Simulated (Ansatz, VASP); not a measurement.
BeS in VASP and in Ansatz

```
CELL_PARAMETERS angstrom
0.00000 2.29316 2.48447
2.48447 0.00000 2.48447
2.48447 2.29316 0.00000
ATOMIC_POSITIONS crystal
Be 0.00000 0.00000 0.00000
S 0.75000 0.75000 0.75000
```

Alike in both runs: task single point; functional PBEsol; k mesh 10 × 10 × 10; occupations gaussian, width 0.05 eV; no spin polarisation.

|  | VASP | Ansatz |
| --- | --- | --- |
| version | VASP 6.6.1 | Ansatz 0.2.0 |
| potentials or method | VASP PAW PBE potentials, release 64 (Be, S), cutoff 520 eV | scalar-relativistic, plane waves, PAW |
| valence electrons in the cell | 8 | 8 |

VASP gave:

* gap on the k mesh at the Fermi level (eV): 2.29
* least direct gap on the mesh (eV): 5.34
* pressure (GPa): 0.1
* traceless stress, the component that is largest in VASP (GPa): 4.33

Q: Which values does Ansatz return?

A: gap on the k mesh at the Fermi level (eV): 2.29; least direct gap on the mesh (eV): 5.31; pressure (GPa): -0.1; traceless stress, the component that is largest in VASP (GPa): 4.35.

VASP's potentials were made for PBE, not for PBEsol. The functional is the same, so the differences come from potentials, cutoffs and numerics.
